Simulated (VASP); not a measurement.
Wanted: the native input for a VASP 6.6.1 run.

| Quantity | Value |
| --- | --- |
| Task | relaxation of cell and atoms |
| Functional | PBEsol |
| Potentials or basis | VASP PAW PBE potentials, release 64 (Ti_sv, N) |
| Cutoff | 600 eV |
| k mesh | 14 × 14 × 14 |
| Occupations | gaussian, width 0.1 eV |
| Spin | no spin polarisation |
| Dipole correction | no |
| Further INCAR settings | ALGO = Normal; EDIFF = 1e-06; IBRION = 2; EDIFFG = -0.002; NSW = 100; ISIF = 3 |

The structure of TiN (dsol) lies in POSCAR:

```
TiN
1.0
    0.0000000000      2.1206234500      2.1206234500
    2.1206234500      0.0000000000      2.1206234500
    2.1206234500      2.1206234500      0.0000000000
Ti N
1 1
Direct
    0.0000000000      0.0000000000      0.0000000000
    0.5000000000      0.5000000000      0.5000000000
```

The input as run:

INCAR

```
ALGO = Normal
EDIFF = 1E-6
EDIFFG = -0.002
ENCUT = 600
GGA = PS
IBRION = 2
ISIF = 3
ISMEAR = 0
LASPH = True
LCHARG = False
LREAL = False
LWAVE = False
NELM = 100
NSW = 100
PREC = Accurate
SIGMA = 0.1
```

KPOINTS

```
k-points
0
Gamma
  14 14 14
```

Potentials or basis: VASP PAW PBE potentials, release 64 (Ti_sv, N).

The run is started by

```bash
$ cat potpaw_PBE.64/Ti_sv/POTCAR potpaw_PBE.64/N/POTCAR > POTCAR
$ mpirun -np 1 vasp_std > vasp.out
```

Results of the run:

| Property | Result |
| --- | --- |
| Relaxed volume | 9.30 Å³/atom |
| Relaxed cell | a = 2.974 Å, b = 2.974 Å, c = 2.974 Å, α = 60.00°, β = 60.00°, γ = 60.00° |
| Space group after relaxing (to 0.05 Å) | Fm-3m (No. 225) |
| Energy gained by relaxing | 5.4 meV/atom |
| Ionic steps | 4 |
| Pressure after relaxing | 0.0 GPa |

Caveat: the PAW data sets were made with another functional, which shifts forces and pressure a little.

Run time: 50 s on 1 thread of Intel(R) Xeon(R) Platinum 8259CL CPU @ 2.50GHz (Skylake/Cascade Lake) (shared host), peak memory 0.17 GiB.
